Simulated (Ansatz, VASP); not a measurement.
Two plane-wave programs on EuS

Contents of POSCAR:

```
EuS
1.0
    0.0000000000      3.0031168188      3.0031168188
    3.0031168188      0.0000000000      3.0031168188
    3.0031168188      3.0031168188      0.0000000000
Eu S
1 1
Direct
    0.0000000000      0.0000000000      0.0000000000
    0.5000000000      0.5000000000      0.5000000000
```

File INCAR.step1:

```
SYSTEM = EuS
PREC = Accurate ; ENCUT = 800
ISMEAR = 1 ; SIGMA = 0.1
LREAL = .FALSE. ; LASPH = .TRUE.
NELM = 200 ; ISPIN = 2
MAGMOM = 7 0 ; LMAXMIX = 6
NBANDS = 22 ; GGA = PE
ALGO = Normal ; EDIFF = 1E-5
LWAVE = .TRUE. ; LCHARG = .FALSE.
GGA_COMPAT = .FALSE.
```

Contents of INCAR.step2:

```
SYSTEM = EuS
PREC = Accurate ; ENCUT = 800
EDIFF = 1E-6 ; ISMEAR = 1
SIGMA = 0.1 ; LREAL = .FALSE.
LASPH = .TRUE. ; NELM = 200
ALGO = Normal ; ISIF = 2
LWAVE = .FALSE. ; LCHARG = .FALSE.
ISPIN = 2 ; MAGMOM = 7 0
LORBIT = 11 ; LMAXMIX = 6
METAGGA = R2SCAN ; LMIXTAU = .TRUE.
NBANDS = 22 ; ISTART = 1
GGA_COMPAT = .FALSE.
```

KPOINTS

```
Automatic mesh
0
G
  8 8 8
  0 0 0
```

Input for Ansatz:

```yaml
crystal:
  lattice:
    - [0.0, 3.0031168188185617, 3.0031168188185617]
    - [3.0031168188185617, 0.0, 3.0031168188185617]
    - [3.0031168188185617, 3.0031168188185617, 0.0]
  atoms:
    - { symbol: Eu, position: [0.0, 0.0, 0.0], spin: 7.0 }
    - { symbol: S, position: [0.5, 0.5, 0.5] }
basis:
  ecutwfc: 750.0
  ecutrho_ratio: 6
kpoints:
  mp_grid:
    grid: [8, 8, 8]
hamiltonian:
  xc: r2scan
  pseudopotentials:
    kind: paw
magnetization:
  spin_polarized: true
scf:
  occupations:
    method: cold
    width: 0.1
  initial_density:
    normalization: atom
```

Alike in both runs: task single point; functional r2SCAN; k mesh 8 × 8 × 8; collinear spin.

```csv
,VASP,Ansatz
version,VASP 6.6.1,Ansatz 0.2.0
potentials or method,"VASP PAW PBE potentials, release 64 (Eu, S), cutoff 800 eV","plane waves, PAW"
occupations,"methfessel-paxton of order 1, width 0.1 eV","cold, width 0.1 eV"
valence electrons in the cell,23,23
```

Ansatz gave:

* net moment per atom (μB): 3.50
* size of the moment on the site where the two differ most (μB): 6.84

Q: Which values does VASP return?

A: net moment per atom (μB): 3.50; size of the moment on the site where the two differ most (μB): 6.54.

VASP's potentials were made for PBE, not for r2SCAN. Site moments also hang on the region over which each program counts them. Ansatz's warnings: stability check not made.

Neither program's run includes spin-orbit coupling.
